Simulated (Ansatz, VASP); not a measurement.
## Two plane-wave programs on Ge

```xyz
1
Lattice="-1.4154 1.4154 1.4154 1.4154 -1.4154 1.4154 1.4154 1.4154 -1.4154" Properties=species:S:1:pos:R:3 pbc="T T T"
Ge    0.0000    0.0000    0.0000
```

Change from the starting cell: volume scaled by 0.589, to set the pressure.

Alike in both runs: task single point; functional PBE; k mesh 19 × 19 × 19; occupations fermi-dirac, width 0.05 eV; no spin polarisation.

|  | VASP | Ansatz |
| --- | --- | --- |
| version | VASP 6.6.1 | Ansatz 0.2.0 |
| potentials or method | VASP PAW PBE potentials, release 64 (Ge_d) | PAW with Ansatz's default frozen-core files, scalar-relativistic |
| plane-wave cutoff (eV) | 520 | 420 |
| valence electrons in the cell | 14 | 14 |

Ansatz gave:

* pressure (GPa): 113.7

Task: Which values does VASP return?

Result: Pressure (GPa): 114.0.

Both programs put the cell under a high pressure, so it lies far from rest at this level. The functional is the same, so the differences come from potentials, cutoffs and numerics.

Noted on VASP's run: the cell as given lies far from equilibrium.
